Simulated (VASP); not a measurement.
The system is Sn2Se.

```
Sn Se
1.0
     3.74500    0.00000    0.00000
     0.00000    3.74500    0.00000
     0.00000    0.00000   10.90989
Sn Se
4 2
Direct
  0.50000 0.00000 0.75530
  0.00000 0.50000 0.24470
  0.50000 0.00000 0.07760
  0.00000 0.50000 0.92240
  0.50000 0.00000 0.36650
  0.00000 0.50000 0.63350
```

- Program: VASP 6.6.1
- Task: relaxation of cell and atoms
- Functional: PBE
- Potentials or basis: VASP PAW PBE potentials, release 64 (Sn_d, Se)
- Cutoff: 600 eV
- k mesh: 4 × 4 × 2
- Occupations: gaussian, width 0.1 eV
- Spin: no spin polarisation

At the start: pressure 4.2 GPa; volume 25.50 Å³/atom.

Where does the relaxation end?

Over 33 steps the energy falls by 275.8 meV/atom and the volume is 28.02 Å³/atom (+9.9 %); space group P4/nmm (No. 129, to 0.05 Å).

The path:
| step | energy change (eV) | largest force (eV/Å) | pressure (GPa) | volume (Å³) |
| --- | --- | --- | --- | --- |
| 1 | 0.0000 | 0.9896 | 4.16 | 153.01 |
| 2 | -0.2422 | 0.8368 | -0.69 | 168.16 |
| 3 | -0.2442 | 0.8377 | -1.07 | 169.93 |
| 4 | -0.3984 | 0.6517 | -0.90 | 170.74 |
| 5 | -0.6517 | 0.2137 | -0.28 | 173.04 |
| 6 | -0.6633 | 0.1967 | 0.14 | 170.99 |
| 7 | -0.6701 | 0.1645 | 0.81 | 168.14 |
| 8 | -0.6747 | 0.1498 | 0.79 | 168.11 |
| 9 | -0.6878 | 0.1661 | 0.68 | 168.03 |
| 10 | -0.7159 | 0.1946 | 0.58 | 167.87 |
| 11 | -0.8012 | 0.2438 | 0.27 | 167.51 |
| 12 | -0.9707 | 0.3757 | -0.11 | 166.67 |
| 13 | -1.2780 | 0.6820 | 0.53 | 164.46 |
| 14 | -1.2706 | 0.5693 | 0.13 | 164.88 |
| 15 | -1.2801 | 0.6106 | 0.37 | 164.61 |
| 16 | -1.2975 | 0.7116 | 0.50 | 164.86 |
| 17 | -1.2993 | 0.7954 | 0.59 | 165.01 |
| 18 | -1.3274 | 0.7635 | 0.40 | 165.77 |
| 19 | -1.3944 | 0.6846 | -0.18 | 168.03 |
| 20 | -1.4724 | 0.6040 | -1.10 | 172.60 |
| 21 | -1.4599 | 0.5045 | -2.53 | 181.86 |
| 22 | -1.4978 | 0.5838 | -1.75 | 176.08 |
| 23 | -1.5579 | 0.5470 | -1.04 | 173.20 |
| 24 | -1.6077 | 0.4334 | 0.69 | 167.26 |
| 25 | -1.6322 | 0.2426 | 0.40 | 167.75 |
| 26 | -1.6403 | 0.1471 | 0.14 | 168.28 |
| 27 | -1.6492 | 0.1051 | -0.12 | 168.97 |
| 28 | -1.6502 | 0.1049 | -0.26 | 169.29 |
| 29 | -1.6527 | 0.0881 | -0.04 | 168.38 |
| 30 | -1.6532 | 0.0700 | 0.18 | 167.52 |
| 31 | -1.6545 | 0.0419 | 0.09 | 167.66 |
| 32 | -1.6545 | 0.0404 | 0.10 | 167.65 |
| 33 | -1.6550 | 0.0315 | -0.04 | 168.14 |

Final structure:
```cif
data_structure
_symmetry_space_group_name_H-M 'P 1'
_symmetry_Int_Tables_number 1
_cell_length_a 4.2911
_cell_length_b 4.2911
_cell_length_c 9.1312
_cell_angle_alpha 90.000
_cell_angle_beta 90.000
_cell_angle_gamma 90.000
_cell_volume 168.14
loop_
_atom_site_label
_atom_site_type_symbol
_atom_site_fract_x
_atom_site_fract_y
_atom_site_fract_z
_atom_site_occupancy
Sn1 Sn 0.50000 0.00000 0.66426 1
Sn2 Sn 0.00000 0.50000 0.33574 1
Sn3 Sn 0.50000 0.00000 0.01571 1
Sn4 Sn 0.00000 0.50000 0.98429 1
Se1 Se 0.50000 0.00000 0.35052 1
Se2 Se 0.00000 0.50000 0.64948 1
```

Caveat: the k points lie up to 0.37 Å⁻¹ apart in the final cell; this functional lacks dispersion, which binds the layers, so the pressure and a relaxed spacing across them are unreliable.
